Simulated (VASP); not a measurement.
Write the native input for VASP 6.6.1 that does the following.

```yaml
Task: single point
Functional: PBE
Potentials_or_basis: VASP PAW PBE potentials, release 64 (Cd_sv_GW, S)
Cutoff: 540 eV
k_mesh: 4 × 4 × 2
Occupations: gaussian, width 0.2 eV
Spin: no spin polarisation
Dipole_correction: no
Further_INCAR_settings: ALGO = Normal; EDIFF = 1e-06; NBANDS = 44
```

The structure of Cd2S5 lies in POSCAR:

```
Cd2S5
1.0
    3.2067211481     -2.7201202530     -0.1488041971
    3.2067211481      2.7201202530     -0.1488041971
   -0.4954555491      0.0000000000     10.3049644724
Cd S
2 5
Direct
    0.4471581476      0.0549686586      0.8553903071
   -0.0549686586      0.5528418524      0.1446096929
    0.1149702600      0.0544329058      0.2800135697
    0.8881618004      0.3374683635      0.4412708406
    0.6625316365      0.1118381996      0.5587291594
   -0.0544329058     -0.1149702600      0.7199864303
    0.4285797198      0.5714202802      0.0000000000
```

One way to write it, as run:

INCAR

```
PREC = Accurate
ENCUT = 540
EDIFF = 1E-6
ISMEAR = 0
SIGMA = 0.2
LREAL = False
LASPH = True
NELM = 120
ALGO = Normal
ISIF = 2
LWAVE = False
LCHARG = True
GGA = PE
LELF = True
LVHAR = True
NBANDS = 44
GGA_COMPAT = False
```

KPOINTS

```
Automatic mesh
0
Gamma
  4 4 2
```

Potentials or basis: VASP PAW PBE potentials, release 64 (Cd_sv_GW, S).

Run with:

```sh
$ cat potpaw_PBE.64/Cd_sv_GW/POTCAR potpaw_PBE.64/S/POTCAR > POTCAR
$ mpirun -np 1 vasp_std > vasp.out
```

It gave:

- Pressure: -0.6 GPa
- Largest force: 0.072 eV/Å
- Band gap on the k mesh: 1.01 eV

Wall time 2.9 min on 1 thread of Intel(R) Xeon(R) Platinum 8488C (Sapphire Rapids), with other jobs on the host, peak memory 0.32 GiB.
